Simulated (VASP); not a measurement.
Wanted: the native input for a VASP 6.6.1 run.

```
Task                   : single point
Functional             : PBE
Potentials or basis    : VASP PAW PBE potentials, release 64 (Te, Sn_d)
Cutoff                 : 520 eV
k mesh                 : 7 × 7 × 7
Occupations            : fermi-dirac, width 0.05 eV
Spin                   : non-collinear spin, zero start, spin-orbit coupling
Starting moments       : [[0.0, 0.0, 0.0], [0.0, 0.0, 0.0]] μB
Dipole correction      : no
Further INCAR settings : ALGO = Normal; EDIFF = 1e-06; NBANDS = 32
```

The structure of SnTe lies in POSCAR:

```
SnTe
1.0
    0.0000000000      3.1508500000      3.1508500000
    3.1508500000      0.0000000000      3.1508500000
    3.1508500000      3.1508500000      0.0000000000
Te Sn
1 1
Direct
    0.5000000000      0.5000000000      0.5000000000
    0.0000000000      0.0000000000      0.0000000000
```

These files were run (other wordings do the same):

INCAR

```
PREC = Accurate ; ENCUT = 520
EDIFF = 1E-6 ; ISMEAR = -1
SIGMA = 0.05 ; LREAL = False
LASPH = True ; NELM = 150
ALGO = Normal ; ISIF = 2
LWAVE = False ; LCHARG = False
LNONCOLLINEAR = True ; MAGMOM = 0 0 0 0 0 0
LORBIT = 11 ; LSORBIT = True
GGA_COMPAT = False ; LORBMOM = True
GGA = PE ; NBANDS = 32
```

KPOINTS

```
Automatic mesh
0
Gamma
  7 7 7
```

Potentials or basis: VASP PAW PBE potentials, release 64 (Te, Sn_d).

Run with:

```bash
$ cat potpaw_PBE.64/Te/POTCAR potpaw_PBE.64/Sn_d/POTCAR > POTCAR
$ mpirun -np 1 vasp_ncl > vasp.out
```

It gave:

- Pressure: 2.2 GPa
- Net moment: 0.00 μB per cell
- Valence electrons inside the program's atomic spheres: Te 3.38; Sn 12.09

It took 68 s on 1 thread of Intel(R) Xeon(R) 6975P-C (Granite Rapids), with other jobs on the host, peak memory 0.39 GiB.
